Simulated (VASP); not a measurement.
SnO, 4 atoms in the cell. The structure is tetragonal, space group P4/nmm (No. 129). The conventional cell has a = 3.799 Å, b = 3.799 Å, c = 4.841 Å, α = 90.00°, β = 90.00°, γ = 90.00°. Sn (site symmetry 4mm) has 4 O at 2.22 Å within 2.9 Å. Within 2.9 Å of O (site symmetry -4m2) lie 4 Sn at 2.22 Å and 4 O at 2.69 Å. 

```yaml
Program: VASP 6.6.1
Task: single point
Functional: LDA
Potentials_or_basis: VASP PAW LDA potentials, release 64 (Sn_d, O)
Cutoff: 520 eV
k_mesh: 2 × 2 × 2
Occupations: gaussian, width 0.01 eV
Spin: no spin polarisation
Dipole_correction: no
Further_INCAR_settings: ALGO = Normal; EDIFF = 1e-06; NBANDS = 28
```

Potentials or basis: VASP PAW LDA potentials, release 64 (Sn_d, O).

Run with:

```sh
$ cat potpaw_LDA.64/Sn_d/POTCAR potpaw_LDA.64/O/POTCAR > POTCAR
$ mpirun -np 1 vasp_std > vasp.out
```

Hardware: 1 thread of Intel(R) Xeon(R) 6975P-C (Granite Rapids), on a shared host.

Task: Estimate the wall time of this run.

Result: It took 5 s on 1 thread of Intel(R) Xeon(R) 6975P-C (Granite Rapids), on a shared host, peak memory 0.15 GiB. Counts: scf iterations 13, k points 6.
